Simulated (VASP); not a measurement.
# Co (Fm-3m) in VASP: further runs

The runs below take Co through single point, with HSE06.

Everything below comes from runs of VASP 6.6.1. Logs are shortened: lines on timing, memory, paths and dates and some standing lists are left out, and cuts for length are marked.

## 1. The cell of the first run

It takes space group Fm-3m (No. 225, cubic). Conventional cell: a = 3.461 Å, b = 3.461 Å, c = 3.461 Å, α = 90.00°, β = 90.00°, γ = 90.00°. Co (site symmetry m-3m) has 12 Co at 2.45 Å within 3.2 Å.

This isn't the form of Co at room conditions, which is hcp.

## 2. Single point, HSE06

POSCAR

```
Co
1.0
    0.0000000000      1.7307309391      1.7307309391
    1.7307309391      0.0000000000      1.7307309391
    1.7307309391      1.7307309391      0.0000000000
Co
1
Direct
    0.0000000000      0.0000000000      0.0000000000
```

INCAR.step1

```
SYSTEM = Co
PREC = Accurate ; ENCUT = 510
EDIFF = 1E-5 ; ISMEAR = -1
SIGMA = 0.1 ; LREAL = .False.
LASPH = .True. ; NELM = 120
ALGO = Normal ; ISIF = 2
LWAVE = .True. ; GGA = PE
NBANDS = 14 ; GGA_COMPAT = .False.
```

INCAR.step2

```
SYSTEM = Co
PREC = Accurate ; ENCUT = 510
EDIFF = 1E-6 ; ISMEAR = -1
SIGMA = 0.1 ; LREAL = .False.
LASPH = .True. ; NELM = 120
ALGO = Normal ; ISIF = 2
LWAVE = .False. ; LCHARG = .True.
GGA = PE ; LHFCALC = .True.
HFSCREEN = 0.2079 ; PRECFOCK = Normal
LELF = .True. ; LVHAR = .True.
ISTART = 1 ; NBANDS = 14
GGA_COMPAT = .False.
```

KPOINTS

```
regular mesh
0
Gamma
  6 6 6
  0 0 0
```

Potentials or basis: VASP PAW PBE potentials, release 64 (Co_sv).

Run with:

```
$ cat potpaw_PBE.64/Co_sv/POTCAR > POTCAR
$ cp INCAR.step1 INCAR
$ mpirun -np 1 vasp_std > vasp.out
$ cp INCAR.step2 INCAR
$ mpirun -np 1 vasp_std > vasp.out
```

OUTCAR:

```text
SYSTEM = Co
   PREC = Accurate
   ENCUT = 510
   EDIFF = 1E-6
   ISMEAR = -1
   LREAL = .False.
   LASPH = .True.
   NELM = 120
   ISIF = 2
   GGA = PE
   LHFCALC = .True.
   HFSCREEN = 0.2079
   PRECFOCK = Normal
   ISTART = 1

 ion  position               nearest neighbor table
   1  0.000  0.000  0.000-

  LATTYP: Found a face centered cubic cell.
 ALAT       =     3.4614618782

  Lattice vectors:

 A1 = (   0.0000000000,   1.7307309391,   1.7307309391)
 A2 = (   1.7307309391,   0.0000000000,   1.7307309391)
 A3 = (   1.7307309391,   1.7307309391,   0.0000000000)

Analysis of symmetry for initial positions (statically):
=====================================================================
 Subroutine PRICEL returns:
 Original cell was already a primitive cell.

 Routine SETGRP: Setting up the symmetry group for a
 face centered cubic supercell.

 Subroutine GETGRP returns: Found 48 space group operations
 (whereof 48 operations were pure point group operations)
 out of a pool of 48 trial point group operations.

The static configuration has the point symmetry O_h .

Analysis of symmetry for dynamics (positions and initial velocities):
=====================================================================
 Subroutine PRICEL returns:
 Original cell was already a primitive cell.

 Routine SETGRP: Setting up the symmetry group for a
 face centered cubic supercell.

 Subroutine GETGRP returns: Found 48 space group operations
 (whereof 48 operations were pure point group operations)
 out of a pool of 48 trial point group operations.

The dynamic configuration has the point symmetry O_h .

 Subroutine INISYM returns: Found 48 space group operations
 (whereof 48 operations are pure point group operations),
 and found     1 'primitive' translations

----------------------------------------------------------------------------------------

                                     Primitive cell

  volume of cell :      10.3686

  direct lattice vectors                    reciprocal lattice vectors
     0.000000000  1.730730939  1.730730939    -0.288895280  0.288895280  0.288895280
     1.730730939  0.000000000  1.730730939     0.288895280 -0.288895280  0.288895280
     1.730730939  1.730730939  0.000000000     0.288895280  0.288895280 -0.288895280

  length of vectors
     2.447623167  2.447623167  2.447623167     0.500381304  0.500381304  0.500381304

  position of ions in fractional coordinates (direct lattice)
     0.000000000  0.000000000  0.000000000

  ion indices of the primitive-cell ions
   primitive index   ion index
                 1           1

----------------------------------------------------------------------------------------

 KPOINTS: regular mesh

Automatic generation of k-mesh.
 Grid dimensions read from file:
 generate k-points for:    6    6    6

 Generating k-lattice:

  Cartesian coordinates                     Fractional coordinates (reciprocal lattice)
    -0.048149213  0.048149213  0.048149213     0.166666667  0.000000000  0.000000000
     0.048149213 -0.048149213  0.048149213     0.000000000  0.166666667  0.000000000
     0.048149213  0.048149213 -0.048149213     0.000000000  0.000000000  0.166666667

  Length of vectors
     0.083396884  0.083396884  0.083396884

  Shift w.r.t. Gamma in fractional coordinates (k-lattice)
     0.000000000  0.000000000  0.000000000

 Subroutine IBZKPT returns following result:
 ===========================================

 Found     16 irreducible k-points:

 Following reciprocal coordinates:
            Coordinates               Weight
  0.000000  0.000000  0.000000      1.000000
  0.166667  0.000000  0.000000      8.000000
  0.333333  0.000000  0.000000      8.000000
  0.500000  0.000000  0.000000      4.000000
  0.166667  0.166667  0.000000      6.000000
  0.333333  0.166667  0.000000     24.000000
[... 8 lines left out ...]
 -0.333333  0.333333  0.166667     24.000000
 -0.333333  0.500000  0.166667     12.000000
   k-points           NKPTS =     16   k-points in BZ     NKDIM =    216   number of bands    NBANDS=     14
   number of dos      NEDOS =    301   number of ions     NIONS =      1
   total plane-waves  NPLWV =   5832
   dimension x,y,z NGX =    18 NGY =   18 NGZ =   18
   dimension x,y,z NGXF=    36 NGYF=   36 NGZF=   36
   ions per type =               1
   NGX,Y,Z   is equivalent  to a cutoff of  12.23, 12.23, 12.23 a.u.
   NGXF,Y,Z  is equivalent  to a cutoff of  24.45, 24.45, 24.45 a.u.
 SYSTEM =  Co
   PREC   = accura    normal or accurate (medium, high low for compatibility)
   ISTART =      1    job   : 0-new  1-cont  2-samecut
   ICHARG =      0    charge: 1-file 2-atom 10-const
   ISPIN  =      1    spin polarized calculation?
   LNONCOLLINEAR =      F non collinear calculations
   LSORBIT =      F    spin-orbit coupling
   LASPH  =      T    aspherical Exc in radial PAW
   ENCUT  =  510.0 eV  37.48 Ry    6.12 a.u.   4.51  4.51  4.51*2*pi/ulx,y,z
[... 32 lines left out ...]
   NKREDZ  =     1    reduce k-point grid by
   AEXX    =    0.2500 exact exchange contribution
   HFSCREEN=    0.2079 screening length (either q_TF or 0.3 A-1)
   HFSCREENC=   0.2079 screening length for correlation (either q_TF or 0.3 A-1)
   ENCUTFOCK=  -1.0 apply spherical cutoff to Coloumb kernel
   IVDW    =     0    specifies the selected vdW correction
   LEPSILON=     F    determine dielectric tensor
   LRPA    =     F    only Hartree local field effects (RPA)
 non-spin polarized calculation
  energy-cutoff  :      510.00
  volume of cell :       10.37
 maximum number of plane-waves:       283
 NGX is ok and might be reduce to    18
  NGX = 14; NGY = 14; NGZ = 14

 number of electron      16.9999958 magnetization

 Free energy of the ion-electron system (eV)
  ---------------------------------------------------
  ext. energy  EPLUGINS =         0.00000000
  ---------------------------------------------------
  free energy    TOTEN  =        -8.08497899 eV

  energy without entropy =       -8.02218267  energy(sigma->0) =       -8.05358083

 E-fermi :  12.0534     XC(G=0): -11.4838

 val. band max:       12.0252142877   @ k =  -0.1667   0.1667   0.0000
 cond. band min:      12.1827624092   @ k =   0.5000   0.0000   0.0000
 fundamental gap:      0.1575481216
 Fermi energy:        12.0534346028

 k-point     1 :       0.0000    0.0000    0.0000
  band No.  band energies     occupation
      1     -88.5773      2.00000
      2     -49.9390      2.00000
      3     -49.9390      2.00000
      4     -49.9390      2.00000
      5       2.1332      2.00000
      6       9.8365      2.00000
      7       9.8365      2.00000
      8       9.8366      2.00000
      9      10.2244      2.00000
     10      10.2244      2.00000
     11      36.8217      0.00000
     12      42.1281      0.00000
     13      42.1281      0.00000
     14      42.1281      0.00000

 k-point     2 :       0.1667    0.0000    0.0000
  band No.  band energies     occupation
      1     -88.5575      2.00000
      2     -50.0563      2.00000
      3     -49.9552      2.00000
      4     -49.9552      2.00000
      5       3.3696      2.00000
      6       9.5200      2.00000
      7       9.8272      2.00000
      8       9.8272      2.00000
      9      10.5365      2.00000
     10      10.5365      2.00000
     11      33.4102      0.00000
     12      38.0317      0.00000
     13      41.2162      0.00000
     14      41.2162      0.00000

 k-point     3 :       0.3333    0.0000    0.0000
  band No.  band energies     occupation
      1     -88.5178      2.00000
      2     -50.2896      2.00000
      3     -49.9894      2.00000
      4     -49.9894      2.00000
      5       5.9084      2.00000
      6       9.3069      2.00000
      7       9.3070      2.00000
      8       9.8965      2.00000
      9      11.8260      1.81342
     10      11.8260      1.81338
     11      25.4361      0.00000
     12      36.3998      0.00000
     13      40.3039      0.00000
     14      40.3039      0.00000
[... 188 lines left out ...]
 k-point    15 :      -0.3333    0.3333    0.1667
  band No.  band energies     occupation
      1     -88.4785      2.00000
      2     -50.3006      2.00000
      3     -50.1857      2.00000
      4     -50.0720      2.00000
      5       7.4066      2.00000
      6       8.2863      2.00000
      7       9.3363      2.00000
      8      10.1102      2.00000
      9      12.9564      0.00024
     10      18.9118      0.00000
     11      21.2839      0.00000
     12      28.0008      0.00000
     13      29.2439      0.00000
     14      41.9289      0.00000

 k-point    16 :      -0.3333    0.5000    0.1667
  band No.  band energies     occupation
      1     -88.4721      2.00000
      2     -50.3138      2.00000
      3     -50.1777      2.00000
      4     -50.1142      2.00000
      5       6.6490      2.00000
      6       8.0035      2.00000
      7      10.3204      2.00000
      8      10.5367      2.00000
      9      13.4237      0.00000
     10      19.4771      0.00000
     11      24.1251      0.00000
     12      24.9477      0.00000
     13      26.7850      0.00000
     14      40.5063      0.00000

------------------------ aborting loop because EDIFF is reached ----------------------------------------

  FORCE on cell =-STRESS in cart. coord.  units (eV):
  Direction    XX          YY          ZZ          XY          YZ          ZX
  --------------------------------------------------------------------------------------
  -------------------------------------------------------------------------------------
  Total       -0.7576781     -0.7576781     -0.7576781      0.0000000      0.0000000      0.0000000
  in kB     -117.0783620   -117.0783620   -117.0783620      0.0000000      0.0000000      0.0000000
  external PRESSURE =    -117.0783620 kB  Pullay stress =       0.0000000 kB

 VOLUME and BASIS-vectors are now :
 -----------------------------------------------------------------------------
  energy-cutoff  :      510.00
  volume of cell :       10.37
      direct lattice vectors                 reciprocal lattice vectors
     0.000000000  1.730730939  1.730730939    -0.288895280  0.288895280  0.288895280
     1.730730939  0.000000000  1.730730939     0.288895280 -0.288895280  0.288895280
     1.730730939  1.730730939  0.000000000     0.288895280  0.288895280 -0.288895280

 POSITION                                       TOTAL-FORCE (eV/Angst)
 -----------------------------------------------------------------------------------
      0.00000      0.00000      0.00000         0.000000      0.000000     -0.000000
 -----------------------------------------------------------------------------------
    total drift:                               -0.000002     -0.000005     -0.000006

  FREE ENERGIE OF THE ION-ELECTRON SYSTEM (eV)
  ---------------------------------------------------
  free  energy   TOTEN  =        -8.0849789894 eV

  energy  without entropy=       -8.0221826722  energy(sigma->0) =       -8.05358083
```

It took 4.2 min on 1 thread of Intel Xeon 6975P-C (Granite Rapids), shared host; peak memory 0.21 GiB.

Results:

| Quantity | Value |
| --- | --- |
| Free energy | -8.0850 eV |
| Pressure | -11.7 GPa |
| Band gap on the k mesh | zero (an odd number of electrons rules out a gap without spin polarisation) |

Levels at points of the mesh, in eV from the Fermi level:
```tsv
k point	band 6	band 7	band 8	band 9	band 10	band 11
(0.00, 0.00, 0.00)	-2.22	-2.22	-2.22	-1.83	-1.83	24.77
(0.50, 0.00, 0.00)	-3.01	-3.01	0.13	0.54	0.54	8.68
(0.50, 0.50, 0.00)	-4.80	-0.80	1.33	1.33	3.35	11.92
```

Caveat: the k points lie up to 0.52 Å⁻¹ apart, too coarse for converged energies and pressures of a metal; the PAW data sets were made with another functional, which shifts forces and pressure a little; the run has no spin polarisation, though such a crystal can be magnetic.

## 3. Single point, HSE06

This run uses another cell than the first one, of 9.44 Å³/atom.

POSCAR

```
Co
1.0
    0.0000000000      1.6777157252      1.6777157252
    1.6777157252      0.0000000000      1.6777157252
    1.6777157252      1.6777157252      0.0000000000
Co
1
Direct
    0.0000000000      0.0000000000      0.0000000000
```

INCAR.step1

```
SYSTEM = Co
PREC = Accurate
ENCUT = 510
EDIFF = 1E-5
ISMEAR = -1
SIGMA = 0.1
LREAL = .FALSE.
LASPH = .TRUE.
NELM = 120
ALGO = Normal
ISIF = 2
LWAVE = .TRUE.
LCHARG = .FALSE.
GGA = PE
NBANDS = 14
GGA_COMPAT = .FALSE.
```

INCAR.step2

```
SYSTEM = Co
PREC = Accurate
ENCUT = 510
EDIFF = 1E-6
ISMEAR = -1
SIGMA = 0.1
LREAL = .FALSE.
LASPH = .TRUE.
NELM = 120
ALGO = Normal
ISIF = 2
LWAVE = .FALSE.
LCHARG = .FALSE.
GGA = PE
LHFCALC = .TRUE.
HFSCREEN = 0.2079
PRECFOCK = Normal
ISTART = 1
NBANDS = 14
GGA_COMPAT = .FALSE.
```

KPOINTS

```
Automatic mesh
0
G
  6 6 6
  0 0 0
```

Potentials or basis: VASP PAW PBE potentials, release 64 (Co_sv).

Run with:

```
$ cat potpaw_PBE.64/Co_sv/POTCAR > POTCAR
$ cp INCAR.step1 INCAR
$ mpirun -np 1 vasp_std > vasp.out
$ cp INCAR.step2 INCAR
$ mpirun -np 1 vasp_std > vasp.out
```

Run time: 5.6 min. Hardware: 1 thread of Intel Xeon 6975P-C (Granite Rapids), shared host; peak memory 0.21 GiB.

It converged, with:

```yaml
Free_energy: -8.0637 eV
Pressure: 15.0 GPa
Band_gap_on_the_k_mesh: zero (an odd number of electrons rules out a gap without spin polarisation)
```

Levels at points of the mesh, in eV from the Fermi level:
| k point | band 5 | band 6 | band 7 | band 8 | band 9 | band 10 | band 11 | band 12 | band 13 |
| --- | --- | --- | --- | --- | --- | --- | --- | --- | --- |
| (0.00, 0.00, 0.00) | -10.57 | -2.52 | -2.52 | -2.52 | -1.85 | -1.85 | 25.56 | 31.58 | 31.58 |
| (0.50, 0.00, 0.00) | -6.13 | -3.27 | -3.27 | 0.03 | 0.63 | 0.63 | 9.60 | 24.16 | 29.63 |
| (0.50, 0.50, 0.00) | -6.84 | -5.45 | -0.68 | 1.45 | 1.45 | 3.55 | 12.99 | 18.17 | 18.17 |

Caveat: the k points lie up to 0.54 Å⁻¹ apart, too coarse for converged energies and pressures of a metal; the PAW data sets were made with another functional, which shifts forces and pressure a little; the run has no spin polarisation, though such a crystal can be magnetic.

## 4. Single point, HSE06

This run uses another cell than the first one, of 10.06 Å³/atom.

POSCAR

```
Co
1.0
    0.0000000000      1.7134224700      1.7134224700
    1.7134224700      0.0000000000      1.7134224700
    1.7134224700      1.7134224700      0.0000000000
Co
1
Direct
    0.0000000000      0.0000000000      0.0000000000
```

INCAR.step1

```
ALGO = Normal ; EDIFF = 1E-5
ENCUT = 510 ; GGA = PE
GGA_COMPAT = False ; ISIF = 2
ISMEAR = -1 ; LASPH = True
LCHARG = False ; LREAL = False
LWAVE = True ; NBANDS = 14
NELM = 120 ; PREC = Accurate
SIGMA = 0.1
```

INCAR.step2

```
ALGO = Normal ; EDIFF = 1E-6
ENCUT = 510 ; GGA = PE
GGA_COMPAT = False ; HFSCREEN = 0.2079
ISIF = 2 ; ISMEAR = -1
ISTART = 1 ; LASPH = True
LCHARG = False ; LHFCALC = True
LREAL = False ; LWAVE = False
NBANDS = 14 ; NELM = 120
PREC = Accurate ; PRECFOCK = Normal
SIGMA = 0.1
```

KPOINTS

```
k-points
0
Gamma
  6 6 6
```

Run with:

```
$ cat potpaw_PBE.64/Co_sv/POTCAR > POTCAR
$ cp INCAR.step1 INCAR
$ mpirun -np 1 vasp_std > vasp.out
$ cp INCAR.step2 INCAR
$ mpirun -np 1 vasp_std > vasp.out
```

It took 9.6 min on 1 thread of Intel Xeon Platinum 8259CL at 2.50GHz (Skylake/Cascade Lake), shared host; peak memory 0.22 GiB.

Results (log left out):

| Quantity | Value |
| --- | --- |
| Free energy | -8.0947 eV |
| Pressure | -4.3 GPa |
| Band gap on the k mesh | zero (an odd number of electrons rules out a gap without spin polarisation) |

Levels at points of the mesh, in eV from the Fermi level:
```tsv
k point	band 5	band 6	band 7	band 8	band 9	band 10	band 11	band 12	band 13
(0.00, 0.00, 0.00)	-10.13	-2.31	-2.31	-2.31	-1.84	-1.84	25.03	30.56	30.56
(0.50, 0.00, 0.00)	-5.70	-3.09	-3.09	0.10	0.57	0.57	8.97	23.64	28.41
(0.50, 0.50, 0.00)	-6.37	-5.00	-0.77	1.37	1.37	3.41	12.25	17.46	17.46
```

Caveat: the k points lie up to 0.53 Å⁻¹ apart, too coarse for converged energies and pressures of a metal; the PAW data sets were made with another functional, which shifts forces and pressure a little; the run has no spin polarisation, though such a crystal can be magnetic. Spin polarisation is off, so any magnetic state and its effect on volume and gap are missing.

## 5. Single point, HSE06

This run uses another cell than the first one, of 9.44 Å³/atom.

POSCAR

```
Co
1.0
    0.0000000000      1.6777157252      1.6777157252
    1.6777157252      0.0000000000      1.6777157252
    1.6777157252      1.6777157252      0.0000000000
Co
1
Direct
    0.0000000000      0.0000000000      0.0000000000
```

INCAR.step1

```
  ALGO = Normal
  EDIFF = 1E-5
  ENCUT = 510
  GGA = PE
  GGA_COMPAT = False
  ISIF = 2
  ISMEAR = -1
  LASPH = True
  LCHARG = False
  LREAL = False
  LWAVE = True
  NBANDS = 14
  NELM = 120
  PREC = Accurate
  SIGMA = 0.1
```

INCAR.step2

```
  ALGO = Normal
  EDIFF = 1E-6
  ENCUT = 510
  GGA = PE
  GGA_COMPAT = False
  HFSCREEN = 0.2079
  ISIF = 2
  ISMEAR = -1
  ISTART = 1
  LASPH = True
  LCHARG = False
  LHFCALC = True
  LREAL = False
  LWAVE = False
  NBANDS = 14
  NELM = 120
  PREC = Accurate
  PRECFOCK = Normal
  SIGMA = 0.1
```

KPOINTS is that of step 4.

Run with:

```
$ cat potpaw_PBE.64/Co_sv/POTCAR > POTCAR
$ cp INCAR.step1 INCAR
$ mpirun -np 1 vasp_std > vasp.out
$ cp INCAR.step2 INCAR
$ mpirun -np 1 vasp_std > vasp.out
```

Wall time 6.6 min (1 thread of Intel Xeon 6975P-C (Granite Rapids), shared host); peak memory 0.21 GiB.

The run converged. Its results:

- Free energy: -8.0637 eV
- Pressure: 15.0 GPa
- Band gap on the k mesh: zero (an odd number of electrons rules out a gap without spin polarisation)

Levels at points of the mesh, in eV from the Fermi level:
```
           k point  band 5  band 6  band 7  band 8  band 9  band 10  band 11  band 12
(0.00, 0.00, 0.00)  -10.57   -2.52   -2.52   -2.52   -1.85    -1.85    25.56    31.58
(0.50, 0.00, 0.00)   -6.13   -3.27   -3.27    0.03    0.63     0.63     9.60    24.16
(0.50, 0.50, 0.00)   -6.84   -5.45   -0.68    1.45    1.45     3.55    12.99    18.17
```

Caveat: the k points lie up to 0.54 Å⁻¹ apart, too coarse for converged energies and pressures of a metal; the PAW data sets were made with another functional, which shifts forces and pressure a little; the run has no spin polarisation, though such a crystal can be magnetic. Spin polarisation is off, so any magnetic state and its effect on volume and gap are missing.

## 6. Summary

| cell | gap on the mesh (eV) | pressure (GPa) |
| --- | --- | --- |
| a = 2.448 Å, angles 60.0°, 1 atom | none | -11.7 |
| a = 2.373 Å, angles 60.0°, 1 atom | none | 15.0 |
| a = 2.423 Å, angles 60.0°, 1 atom | none | -4.3 |

Alike in all rows: task single point; level HSE06; potentials or basis VASP PAW PBE potentials, release 64 (Co_sv); no spin polarisation; k mesh 6 × 6 × 6; cutoff (eV) 510; smearing fermi-dirac 0.1 eV.

Caveats: all runs use coarse meshes; the PAW data sets were made with another functional, which shifts forces and pressure a little; the run has no spin polarisation, though such a crystal can be magnetic.

Absolute energies hang on the potentials; compare differences alone.

The gap in the log of VASP goes by the Fermi energy; the results here count the filled bands.